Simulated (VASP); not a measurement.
# Si2Mo: single point with PBE

Crystal: Si2Mo.

```xyz
3
Lattice="-1.6084 1.6084 3.9367 1.6084 -1.6084 3.9367 1.6084 1.6084 -3.9367" Properties=species:S:1:pos:R:3 pbc="T T T"
Mo    0.0000    0.0000    0.0000
Si    0.0000    0.0000    5.2351
Si    0.0000    0.0000    2.6384
```

| Property | Result |
| --- | --- |
| Program | VASP 6.6.1 |
| Task | single point |
| Functional | PBE |
| Potentials or basis | VASP PAW PBE potentials, release 64 (Mo_sv, Si) |
| Cutoff | 520 eV |
| k mesh | 12 × 12 × 12 |
| Occupations | fermi-dirac, width 0.05 eV |
| Spin | no spin polarisation |

```yaml
Pressure: 0.2 GPa
Largest_force: 0.004 eV/Å
Band_gap_on_the_k_mesh: zero (bands 11 and 12 overlap by 0.94 eV)
```

Forces on the atoms (eV/Å):
```
Mo   0.000  0.000  0.000
Si   0.000  0.000  0.004
Si   0.000  0.000 -0.004
```

Levels at points of the mesh, in eV from the Fermi level:
```tsv
k point	band 9	band 10	band 11	band 12	band 13	band 14
(0.00, 0.00, 0.00)	-2.57	-2.57	0.37	3.08	3.26	3.48
(0.50, 0.00, 0.00)	-2.53	-2.51	-0.48	2.23	3.09	3.98
(0.50, 0.50, 0.00)	-4.38	-2.98	-1.20	2.27	2.68	3.11
(0.50, 0.50, 0.50)	-0.55	-0.55	-0.47	-0.47	0.50	4.70
```

Run time: 2.6 min on 1 thread of Intel(R) Xeon(R) Platinum 8259CL CPU @ 2.50GHz (Skylake/Cascade Lake), with other jobs on the host, peak memory 0.28 GiB.
